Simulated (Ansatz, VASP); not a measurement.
## SrO in VASP and in Ansatz

Contents of POSCAR:

```
SrO
1.0
    0.0000000000      2.5697984671      2.5697984671
    2.5697984671      0.0000000000      2.5697984671
    2.5697984671      2.5697984671      0.0000000000
Sr O
1 1
Direct
    0.5000000000      0.5000000000      0.5000000000
    0.0000000000      0.0000000000      0.0000000000
```

INCAR.step1

```
ALGO     = Normal         # electronic algorithm
EDIFF    = 1E-5           # SCF threshold, eV
ENCUT    = 520            # plane-wave cutoff, eV
GGA      = PE             # functional
ISIF     = 2              # what is computed and relaxed
ISMEAR   = 0              # smearing method
LASPH    = True           # aspherical terms in the spheres
LREAL    = False          # projectors in reciprocal space
LWAVE    = True           # write WAVECAR
NBANDS   = 15             # bands
NELM     = 60             # most SCF steps
PREC     = Accurate       # precision mode
SIGMA    = 0.05           # smearing width, eV
```

INCAR.step2

```
AEXX     = 0.35           # exact-exchange fraction
ALGO     = Normal         # electronic algorithm
EDIFF    = 1E-7           # SCF threshold, eV
ENCUT    = 520            # plane-wave cutoff, eV
GGA      = PE             # functional
HFSCREEN = 0.20787        # screening, 1/A
ISIF     = 2              # what is computed and relaxed
ISMEAR   = 0              # smearing method
ISTART   = 1            
LASPH    = True           # aspherical terms in the spheres
LCHARG   = True           # write CHGCAR
LELF     = True           # ELF
LHFCALC  = True           # exact exchange
LREAL    = False          # projectors in reciprocal space
LVHAR    = True         
LWAVE    = False          # write WAVECAR
NBANDS   = 15             # bands
NELM     = 60             # most SCF steps
PREC     = Accurate       # precision mode
PRECFOCK = Normal       
SIGMA    = 0.05           # smearing width, eV
```

The input KPOINTS:

```
k-points
0
Gamma
  4 4 4
```

Input for Ansatz:

```yaml
crystal:
  lattice:
    - [0.0, 2.5697984671, 2.5697984671]
    - [2.5697984671, 0.0, 2.5697984671]
    - [2.5697984671, 2.5697984671, 0.0]
  atoms:
    - { symbol: Sr, position: [0.5, 0.5, 0.5] }
    - { symbol: O, position: [0.0, 0.0, 0.0] }
basis:
  ecutwfc: 420
  ecutrho_ratio: 4
kpoints:
  mp_grid: { grid: [4, 4, 4] }
hamiltonian:
  xc: { preset: hse06, exx: { coeff: 0.35, omega: 0.20787 } }
scf:
  occupations: { method: gaussian, width: 0.05 }
  n_extra_bands: 9
output:
  forces: true
  stress: true
  eigenvalues: true
  populations: true
  dos: { projected: true, de: 0.02 }
  write_density: true
  write_potential: true
  elf: true
  volumetric_format: npy
```

Alike in both runs: task single point; functional PBE-based screened hybrid; k mesh 4 × 4 × 4; occupations gaussian, width 0.05 eV; no spin polarisation.

|  | VASP | Ansatz |
| --- | --- | --- |
| version | VASP 6.6.1 | Ansatz 0.2.0 |
| potentials or method | VASP PAW PBE potentials, release 64 (Sr_sv, O), cutoff 520 eV | scalar-relativistic, plane waves, PAW |
| valence electrons in the cell | 16 | 16 |

|  | VASP | Ansatz | Ansatz less VASP |
| --- | --- | --- | --- |
| gap on the k mesh at the Fermi level (eV) | 5.36 | 5.41 | +0.052 |
| least direct gap on the mesh (eV) | 5.46 | 5.50 | +0.037 |
| pressure (GPa) | 0.5 | -0.1 | -0.55 |

VASP's potentials were made for PBE, not for PBE-based screened hybrid. Ansatz's warnings: stress exchange threshold loose, stress scf threshold loose.

The k mesh is coarse, so the values compare programs but aren't converged.
